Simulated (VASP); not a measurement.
Here is a VASP 6.6.1 calculation.

POSCAR

```
Pd
1.0
    0.0000000000      1.9593911042      1.9593911042
    1.9593911042      0.0000000000      1.9593911042
    1.9593911042      1.9593911042      0.0000000000
Pd
1
Direct
    0.0000000000      0.0000000000      0.0000000000
```

INCAR.step1

```
  PREC = Accurate
  ENCUT = 520
  ISMEAR = -1
  SIGMA = 0.05
  LREAL = F
  LASPH = T
  NELM = 100
  NBANDS = 11
  GGA = PE
  ALGO = Normal
  EDIFF = 1E-4
  LWAVE = T
  LCHARG = F
```

Contents of INCAR.step2:

```
  PREC = Accurate
  ENCUT = 520
  EDIFF = 1E-7
  ISMEAR = -1
  SIGMA = 0.05
  LREAL = F
  LASPH = T
  NELM = 100
  ALGO = Normal
  ISIF = 2
  LWAVE = F
  LCHARG = F
  METAGGA = R2SCAN
  LMIXTAU = T
  LUSE_VDW = T
  IVDW_NL = 2
  BPARAM = 11.95
  CPARAM = 0.0093
  NBANDS = 11
  ISTART = 1
```

The input KPOINTS:

```
Automatic mesh
0
Gamma
  12 12 12
```

Potentials or basis: VASP PAW PBE potentials, release 64 (Pd).

Command:

```console
$ cat potpaw_PBE.64/Pd/POTCAR > POTCAR
$ cp INCAR.step1 INCAR
$ mpirun -np 1 vasp_std > vasp.out
$ cp INCAR.step2 INCAR
$ mpirun -np 1 vasp_std > vasp.out
```

Task: What does it give for the band gap on the k mesh?

Result: Zero (band 5 reaches 9.56 eV, above the bottom of band 6 at 7.93 eV).

Task: Predict the pressure.

Result: -3.2 GPa.

Caveat: the PAW data sets were made with another functional, which shifts forces and pressure a little.
